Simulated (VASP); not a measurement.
Write the native input for VASP 6.6.1 that does the following.

```yaml
Task: relaxation of cell and atoms
Functional: PBE
Potentials_or_basis: VASP PAW PBE potentials, release 64 (Gd)
Cutoff: 600 eV
k_mesh: 10 × 10 × 10
Occupations: fermi-dirac, width 0.05 eV
Spin: collinear spin, ferromagnetic start
Starting_moments: "[7.0] μB"
Dipole_correction: no
Further_INCAR_settings: ALGO = Normal; EDIFF = 1e-07; IBRION = 2; EDIFFG = -0.005; NSW = 100; ISIF = 3
```

The structure of Gd lies in POSCAR:

```
Gd
1.0
    3.2195088072      0.0000000000      0.0000000000
    0.0000000000      3.2195088072      0.0000000000
    0.0000000000      0.0000000000      3.2195088072
Gd
1
Direct
    0.0000000000      0.0000000000      0.0000000000
```

This isn't the form of Gd at room conditions, which is hcp.

One way to write it, as run:

INCAR

```
SYSTEM = Gd
ALGO = Normal
EDIFF = 1E-7
EDIFFG = -0.005
ENCUT = 600
GGA = PE
GGA_COMPAT = .FALSE.
IBRION = 2
ISIF = 3
ISMEAR = -1
ISPIN = 2
LASPH = .TRUE.
LCHARG = .FALSE.
LMAXMIX = 6
LORBIT = 11
LREAL = .FALSE.
LWAVE = .FALSE.
MAGMOM = 7
NELM = 200
NELMIN = 4
NSW = 100
PREC = Accurate
SIGMA = 0.05
```

KPOINTS

```
k-points
0
G
  10 10 10
  0 0 0
```

Potentials or basis: VASP PAW PBE potentials, release 64 (Gd).

The run is started by

```console
$ cat potpaw_PBE.64/Gd/POTCAR > POTCAR
$ mpirun -np 1 vasp_std > vasp.out
```

Results of the run:

* Relaxed volume: 34.70 Å³/atom
* Relaxed cell: a = 3.262 Å, b = 3.262 Å, c = 3.262 Å, α = 90.00°, β = 90.00°, γ = 90.00°
* Space group after relaxing (to 0.1 Å): Pm-3m (No. 221)
* Energy gained by relaxing: 4.3 meV/atom
* Ionic steps: 5
* Pressure after relaxing: 0.0 GPa
* Net moment: 7.88 μB per cell
* Site moments: Gd +7.15 μB
* Valence electrons inside the program's atomic spheres: Gd 15.26

Caveat: semilocal functionals describe open f shells poorly, which spoils levels, moments and volumes.

Wall time 12 min on 1 thread of Intel Xeon 8259CL (shared host), peak memory 0.24 GiB.
